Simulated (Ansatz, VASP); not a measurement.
# La: VASP beside Ansatz

```xyz
1
Lattice="0.0000 2.6480 2.6480 2.6480 0.0000 2.6480 2.6480 2.6480 0.0000" Properties=species:S:1:pos:R:3 pbc="T T T"
La    0.0000    0.0000    0.0000
```

Alike in both runs: task electric field gradients; functional PBE; k mesh 11 × 11 × 11; occupations fermi-dirac, width 0.05 eV; no spin polarisation.

```csv
,VASP,Ansatz
version,VASP 6.6.1,Ansatz 0.2.0
potentials or method,"VASP PAW PBE potentials, release 64 (La)","PAW with Ansatz's default frozen-core files, scalar-relativistic"
plane-wave cutoff (eV),520,420
valence electrons in the cell,11,11
```

|  | VASP | Ansatz | Ansatz less VASP |
| --- | --- | --- | --- |
| pressure (GPa) | -0.1 | -0.1 | -0.06 |

Spin-orbit coupling is off throughout.
